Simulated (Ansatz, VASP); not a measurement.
One calculation of Sn, two programs

```
Sn
1.0
     0.00000    3.14411    3.45852
     3.14411    0.00000    3.45852
     3.14411    3.14411    0.00000
Sn
2
Direct
  0.50000 0.50000 0.50000
  0.75000 0.75000 0.75000
```

Alike in both runs: task single point; functional r2SCAN; k mesh 14 × 14 × 14; occupations gaussian, width 0.15 eV; no spin polarisation.

|  | VASP | Ansatz |
| --- | --- | --- |
| version | VASP 6.6.1 | Ansatz 0.2.0 |
| potentials or method | VASP PAW PBE potentials, release 64 (Sn_d), cutoff 520 eV | scalar-relativistic, plane waves, PAW |
| valence electrons in the cell | 28 | 28 |

|  | VASP | Ansatz | Ansatz less VASP |
| --- | --- | --- | --- |
| gap on the k mesh at the Fermi level (eV) | none | none | - |
| pressure (GPa) | 1.5 | 1.6 | +0.04 |
| traceless stress, the component that is largest in VASP (GPa) | -2.62 | -2.62 | -0.006 |

VASP's potentials were made for PBE, not for r2SCAN. A gap of «none» marks a metal or a gap that the smearing closes. With one functional, cell and mesh, what is left measures potentials, basis and numerics.
